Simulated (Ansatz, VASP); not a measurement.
**GaN: VASP beside Ansatz**

File POSCAR:

```
GaN
1.0
    0.0000000000      2.1085153661      2.1085153661
    2.1085153661      0.0000000000      2.1085153661
    2.1085153661      2.1085153661      0.0000000000
Ga N
1 1
Direct
    0.5000000000      0.5000000000      0.5000000000
    0.0000000000      0.0000000000      0.0000000000
```

File INCAR.step1:

```
SYSTEM = GaN
PREC = Accurate
ENCUT = 910
ISMEAR = 0
SIGMA = 0.01
LREAL = .FALSE.
LASPH = .TRUE.
NELM = 120
NBANDS = 16
GGA = PE
ALGO = Normal
EDIFF = 1E-5
LWAVE = .TRUE.
LCHARG = .FALSE.
GGA_COMPAT = .FALSE.
```

The input INCAR.step2:

```
SYSTEM = GaN
PREC = Accurate
ENCUT = 910
EDIFF = 1E-6
ISMEAR = 0
SIGMA = 0.01
LREAL = .FALSE.
LASPH = .TRUE.
NELM = 120
ALGO = Normal
ISIF = 2
LWAVE = .FALSE.
LCHARG = .TRUE.
METAGGA = R2SCAN
LMIXTAU = .TRUE.
LELF = .TRUE.
LVHAR = .TRUE.
NBANDS = 16
ISTART = 1
GGA_COMPAT = .FALSE.
```

File KPOINTS:

```
regular mesh
0
G
  10 10 10
  0 0 0
```

Input for Ansatz:

```yaml
crystal:
  lattice:
    - [0.0, 2.1085153661, 2.1085153661]
    - [2.1085153661, 0.0, 2.1085153661]
    - [2.1085153661, 2.1085153661, 0.0]
  atoms:
    - { symbol: Ga, position: [0.5, 0.5, 0.5] }
    - { symbol: "N", position: [0.0, 0.0, 0.0] }
kpoints:
  mp_grid: { grid: [10, 10, 10] }
  band_path:
    path:
      - [0.0, 0.0, 0.0]
      - [0.5, 0.0, 0.5]
      - [0.625, 0.25, 0.625]
      - [0.375, 0.375, 0.75]
      - [0.5, 0.5, 0.5]
      - [0.5, 0.25, 0.75]
      - [0.0, 0.174479, -0.177083]
      - [0.0, 0.5, 0.5]
    npoints: 1
hamiltonian:
  xc: r2scan
scf:
  occupations: { method: fixed }
  n_extra_bands: 4
output:
  forces: true
  stress: true
  eigenvalues: true
```

Alike in both runs: task single point; functional r2SCAN; k mesh 10 × 10 × 10; no spin polarisation.

|  | VASP | Ansatz |
| --- | --- | --- |
| version | VASP 6.6.1 | Ansatz 0.2.0 |
| potentials or method | VASP PAW PBE potentials, release 64 (Ga_d, N_h) | plane waves, PAW |
| plane-wave cutoff (eV) | 910 | 500 |
| occupations | gaussian, width 0.01 eV | fixed |
| valence electrons in the cell | 18 | 18 |

Ansatz gave:

```
gap on the k mesh at the Fermi level (eV) : 1.20
```

Problem. Which values does VASP return?

Solution. gap on the k mesh at the Fermi level (eV): 1.18.

VASP's potentials were made for PBE, not for r2SCAN.

Noted on VASP's run: the cutoff is short for stress, so the pressure is rough.
